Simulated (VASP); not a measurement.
Runs of VASP 6.6.1 on HfC. The structure is that of space group P-6m2 (No. 187), or close to it. The cells are those of the table. 

| task | level | cell | k mesh | cutoff (eV) | smearing | gap on the mesh (eV) | pressure (GPa) |
| --- | --- | --- | --- | --- | --- | --- | --- |
| single point | r2SCAN+D3(BJ) | a = 3.228, b = 3.228, c = 2.899 Å, angles 90.0, 90.0, 120.0°, 2 atoms | 12 × 12 × 12 | 520 | gaussian 0.05 eV | none | -3.2 |
| single point | r2SCAN | a = 3.228, b = 3.228, c = 2.899 Å, angles 90.0, 90.0, 120.0°, 2 atoms | 12 × 12 × 12 | 520 | tetrahedron | none | -1.2 |
| single point | PBE | a = 3.228, b = 3.228, c = 2.925 Å, angles 90.0, 90.0, 120.0°, 2 atoms | 8 × 8 × 6 | 520 | gaussian 0.05 eV | (b) | -0.8 |
| relaxation of cell and atoms | PBE | relaxed from a = 3.056, b = 3.056, c = 2.982 Å, angles 90.0, 90.0, 120.0°, 2 atoms | 8 × 8 × 6 | 600 | gaussian 0.05 eV | (a) | -0.1 |
| single point | r2SCAN | a = 3.180, b = 3.180, c = 2.867 Å, angles 90.0, 90.0, 120.0°, 2 atoms | 12 × 12 × 12 | 520 | gaussian 0.05 eV | none | 8.2 |

Alike in all rows: potentials or basis VASP PAW PBE potentials, release 64 (Hf_pv, C); no spin polarisation.

Question: Estimate the missing entries.

Answer: (a) 0.11; (b) 0.14.

Caveats: spin-orbit coupling is left out, which moves the levels of the heavy elements; the PAW data sets were made with another functional, which shifts forces and pressure a little (at least some runs); three body term missing (at least some runs); the cell stands under tension (at least some runs); tetrahedron occupations give inexact forces and stress in metals (at least some runs); the cell stands under pressure (at least some runs).

A k mesh can miss the band edges, and the runs leave out spin-orbit coupling on Hf.

A gap of «none» marks levels without a gap at the run's occupations.
